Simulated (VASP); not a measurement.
SiO2:

```
Si O
1.0
     5.06052    0.00000    0.00000
    -2.53026    4.38254    0.00000
     0.00000    0.00000    5.54135
Si O
3 6
Direct
  0.00000 0.50000 0.33333
  0.50000 0.50000 0.66667
  0.50000 0.00000 0.00000
  0.58279 0.79139 0.83333
  0.79139 0.58279 0.50000
  0.79139 0.20861 0.16667
  0.41721 0.20861 0.83333
  0.20861 0.41721 0.50000
  0.20861 0.79139 0.16667
```

| Property | Result |
| --- | --- |
| Program | VASP 6.6.1 |
| Task | relaxation of cell and atoms |
| Functional | PBE |
| Potentials or basis | VASP PAW PBE potentials, release 64 (Si, O) |
| Cutoff | 600 eV |
| k mesh | 3 × 3 × 1 |
| Occupations | gaussian, width 0.02 eV |
| Spin | no spin polarisation |

At the start: pressure 4.7 GPa; volume 13.66 Å³/atom.

Task: Where does the relaxation end?

Result: Over 6 steps the energy falls by 5.3 meV/atom and the volume is 13.97 Å³/atom (+2.3 %); space group P6_422 (No. 181, to 0.05 Å).

Step by step:
```
step  energy change (eV)  largest force (eV/Å)  pressure (GPa)  volume (Å³)
   1              0.0000                0.2614            4.68       122.90
   2              0.0377                0.2889           -5.76       130.13
   3             -0.0472                0.0162           -0.07       125.92
   4             -0.0472                0.0209            0.02       125.86
   5             -0.0474                0.0141            0.03       125.82
   6             -0.0476                0.0009            0.06       125.73
```

Final structure:
```
Si O
1.0
     5.10698    0.00000    0.00000
    -2.55349    4.42278    0.00000
     0.00000    0.00000    5.56631
Si O
3 6
Cartesian
  -1.2767 2.2114 1.8554
  1.2767 2.2114 3.7109
  2.5535 0.0000 0.0000
  0.9623 3.5041 4.6386
  2.5535 2.5854 2.7832
  3.5158 0.9187 0.9277
  1.5912 0.9187 4.6386
  0.0000 1.8373 2.7832
  -0.9623 3.5041 0.9277
```

Caveat: the k points lie up to 1.13 Å⁻¹ apart in the final cell.
